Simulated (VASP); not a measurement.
Fe:

```xyz
1
Lattice="0.0000 1.7596 1.7596 1.7596 0.0000 1.7596 1.7596 1.7596 0.0000" Properties=species:S:1:pos:R:3 pbc="T T T"
Fe    0.0000    0.0000    0.0000
```

This isn't the form of Fe at room conditions, which is bcc.

```yaml
Program: VASP 6.6.1
Task: relaxation of cell and atoms
Functional: r2SCAN
Potentials_or_basis: VASP PAW PBE potentials, release 64 (Fe)
Cutoff: 600 eV
k_mesh: 16 × 16 × 16
Occupations: fermi-dirac, width 0.05 eV
Spin: collinear spin, ferromagnetic start
Starting_moments: "[3.0] μB"
```

At the start: pressure 22.9 GPa; volume 10.90 Å³/atom.

**Question.** How do energy, volume and symmetry change on relaxing?

**Answer.** Over 4 steps the energy falls by 79.5 meV/atom and the volume is 12.08 Å³/atom (+10.9 %); space group Fm-3m (No. 225, to 0.1 Å) before and after; moment 2.79 μB per cell.

Step by step:
| step | energy change (eV) | largest force (eV/Å) | pressure (GPa) | volume (Å³) |
| --- | --- | --- | --- | --- |
| 1 | 0.0000 | 0.0000 | 22.88 | 10.90 |
| 2 | -0.0046 | 0.0000 | -14.05 | 13.54 |
| 3 | -0.0794 | 0.0000 | -0.34 | 12.11 |
| 4 | -0.0795 | 0.0000 | 0.01 | 12.08 |

Final structure:
```xyz
1
Lattice="0.0000 1.8214 1.8214 1.8214 0.0000 1.8214 1.8214 1.8214 0.0000" Properties=species:S:1:pos:R:3 pbc="T T T"
Fe    0.0000    0.0000    0.0000
```

Caveat: the PAW data sets were made with another functional, which shifts forces and pressure a little.
